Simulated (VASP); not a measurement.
CaSiH6, 8 atoms in the cell. Symmetry: P4/mmm, No. 123, tetragonal system. The conventional cell has a = 3.237 Å, b = 3.237 Å, c = 5.310 Å, α = 90.00°, β = 90.00°, γ = 90.00°. Ca (site symmetry 4/mmm) has 14 H at 2.29 to 2.65 Å within 3.0 Å. H (site symmetry 4/mmm) has 8 H at 1.89 Å and 4 Si at 2.29 Å within 2.5 Å. Within 3.0 Å of H (site symmetry 4/mmm) lie 4 Ca at 2.29 Å and 8 H at 2.33 Å and 2 Si at 2.65 Å. Within 2.5 Å of H (site symmetry 2mm) lie 9 H at 1.89 to 2.33 Å and 2 Si at 1.89 Å and 2 Ca at 2.33 Å. Si (site symmetry 4/mmm) has 12 H at 1.89 to 2.29 Å within 2.5 Å. 

* Program: VASP 6.6.1
* Task: single point
* Functional: PBEsol
* Potentials or basis: VASP PAW PBE potentials, release 64 (Ca_sv, H, Si)
* Cutoff: 520 eV
* k mesh: 6 × 6 × 4
* Occupations: fermi-dirac, width 0.03 eV
* Spin: no spin polarisation
* Dipole correction: no
* Further INCAR settings: ALGO = Normal; EDIFF = 1e-06; NBANDS = 20

Potentials or basis: VASP PAW PBE potentials, release 64 (Ca_sv, H, Si).

The run is started by

```console
$ cat potpaw_PBE.64/Ca_sv/POTCAR potpaw_PBE.64/H/POTCAR potpaw_PBE.64/Si/POTCAR > POTCAR
$ mpirun -np 1 vasp_std > vasp.out
```

Hardware: 1 thread of Oxide Virtual Turin-like Processor (shared host).

Problem. How long does it take, and how much memory?

Solution. It took 46 s on 1 thread of Oxide Virtual Turin-like Processor (shared host), peak memory 0.14 GiB. Counts: scf iterations 12, k points 30.
